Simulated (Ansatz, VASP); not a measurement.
Two plane-wave programs on B3N2

File INCAR:

```
PREC = Accurate ; ENCUT = 600
EDIFF = 1E-6 ; ISMEAR = 0
SIGMA = 0.1 ; LREAL = F
LASPH = T ; NELM = 100
ALGO = Normal ; ISIF = 3
LWAVE = F ; LCHARG = F
GGA = PE ; IBRION = 2
NSW = 90 ; EDIFFG = -0.04
```

Contents of KPOINTS:

```
regular mesh
0
Gamma
  6 6 6
```

The input POSCAR:

```
B3N2
1.0
    3.6911684000      0.0000000000      0.0000000000
   -1.8455842000      3.1966456000      0.0000000000
    0.0000000000      0.0000000000      3.5378579800
B N
3 2
Direct
    0.5000000000      0.0000000000      0.0000000000
    0.0000000000      0.5000000000      0.0000000000
    0.5000000000      0.5000000000      0.0000000000
    0.0000000000      0.0000000000      0.3239800200
    0.0000000000      0.0000000000      0.6760199800
```

Input for Ansatz:

```yaml
crystal:
  lattice:
    - [3.6911684, 0.0, 0.0]
    - [-1.8455842, 3.1966456, 0.0]
    - [0.0, 0.0, 3.53785798]
  atoms:
    - { symbol: B, position: [0.5, 0.0, 0.0] }
    - { symbol: B, position: [0.0, 0.5, 0.0] }
    - { symbol: B, position: [0.5, 0.5, 0.0] }
    - { symbol: "N", position: [0.0, 0.0, 0.32398002] }
    - { symbol: "N", position: [0.0, 0.0, 0.67601998] }
basis:
  ecutwfc: 420
kpoints:
  mp_grid: { grid: [6, 6, 6] }
hamiltonian:
  xc: pbe
scf:
  occupations: { method: gaussian, width: 0.1 }
  lower_state_search: "off"
output:
  forces: true
  stress: true
  eigenvalues: true
relax:
  adjacent_minimum: "off"
  f_tol: 0.04
  max_steps: 70
  cell: { stress_tol: 0.4 }
```

Alike in both runs: task relaxation of cell and atoms; functional PBE; k mesh 6 × 6 × 6; occupations gaussian, width 0.1 eV; no spin polarisation.

```csv
,VASP,Ansatz
version,VASP 6.6.1,Ansatz 0.2.0
potentials or method,"VASP PAW PBE potentials, release 64 (B, N), cutoff 600 eV","scalar-relativistic, plane waves, PAW"
valence electrons in the cell,19,19
```

|  | VASP | Ansatz | Ansatz less VASP |
| --- | --- | --- | --- |
| gap on the k mesh at the Fermi level, each at its own relaxed structure (eV) | none | none | - |
| relaxed volume (Å³/atom) | 10.62 | 16.25 | +5.637 |
| relaxed cell length with the largest relative difference (Å) | 5.531 | 8.446 | +2.9151 |

A gap of «none» marks a metal or a gap that the smearing closes. One of these differences is far larger than is usual between the two programs; its cause wasn't traced.

Noted on VASP's run: the standard files for N, O and F lose accuracy on very short bonds; the volume moved by over 15 % at a fixed basis, so the end points are rough.
